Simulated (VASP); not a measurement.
**ScAl2N3: single point with PBEsol**

The system is ScAl2N3.

```
Al Sc N
1.0
     5.81270   -1.62158    0.09292
     5.81270    1.62158    0.09292
    -1.80426    0.00000    7.36730
Al Sc N
4 2 6
Direct
  0.94663 0.94663 0.38980
  0.88734 0.88734 0.77524
  0.22345 0.22345 0.44026
  0.55564 0.55564 0.11974
  0.28564 0.28564 0.05408
  0.60809 0.60809 0.71501
  0.14527 0.14527 0.18700
  0.47335 0.47335 0.86323
  0.81716 0.81716 0.51626
  0.76345 0.76345 0.89454
  0.09303 0.09303 0.55286
  0.43632 0.43632 0.25680
```

```
Program                : VASP 6.6.1
Task                   : single point
Functional             : PBEsol
Potentials or basis    : VASP PAW PBE potentials, release 64 (Al, Sc_sv, N)
Cutoff                 : 520 eV
k mesh                 : 8 × 8 × 4
Occupations            : gaussian, width 0.02 eV
Spin                   : no spin polarisation
Dipole correction      : no
Further INCAR settings : ALGO = Normal; EDIFF = 1e-06; NBANDS = 44
```

* Pressure: 0.3 GPa
* Largest force: 0.067 eV/Å
* Band gap on the k mesh: 3.53 eV (least direct gap 3.60 eV)

Forces on the atoms (eV/Å):
```
Al  -0.005  0.000 -0.003
Al   0.012  0.000 -0.006
Al   0.006  0.000 -0.003
Al   0.004  0.000 -0.004
Sc  -0.006  0.000  0.019
Sc  -0.019  0.000  0.013
N   -0.040  0.000  0.019
N   -0.035  0.000  0.020
N    0.003  0.000  0.000
N    0.043  0.000 -0.030
N    0.007  0.000 -0.067
N    0.032  0.000  0.042
```

Levels at points of the mesh, in eV from the valence-band top:
```tsv
k point	band 28	band 29	band 30	band 31	band 32	band 33	band 34	band 35	band 36	band 37
(0.00, 0.00, 0.00)	-0.57	-0.50	-0.19	-0.14	-0.07	3.53	3.94	4.52	5.14	5.26
(0.50, 0.00, 0.00)	-0.98	-0.60	-0.38	-0.26	-0.05	3.82	4.23	4.50	4.78	5.15
(0.50, 0.50, 0.00)	-0.77	-0.53	-0.40	-0.39	-0.23	3.99	4.60	4.96	5.40	5.48
(0.00, 0.00, 0.50)	-0.78	-0.43	-0.42	-0.33	-0.10	3.98	4.82	4.84	5.02	5.14
(0.50, 0.00, 0.50)	-1.08	-0.50	-0.37	-0.19	-0.09	3.97	4.23	4.35	4.82	5.37
(0.50, 0.50, 0.50)	-0.53	-0.52	-0.50	-0.34	-0.23	4.20	4.41	5.29	5.36	5.39
```

It took 26 min on 1 thread of Intel Xeon 8259CL, with other jobs on the host, peak memory 0.59 GiB.

Caveat: the PAW data sets were made with another functional, which shifts forces and pressure a little. A k mesh can miss the band edges.
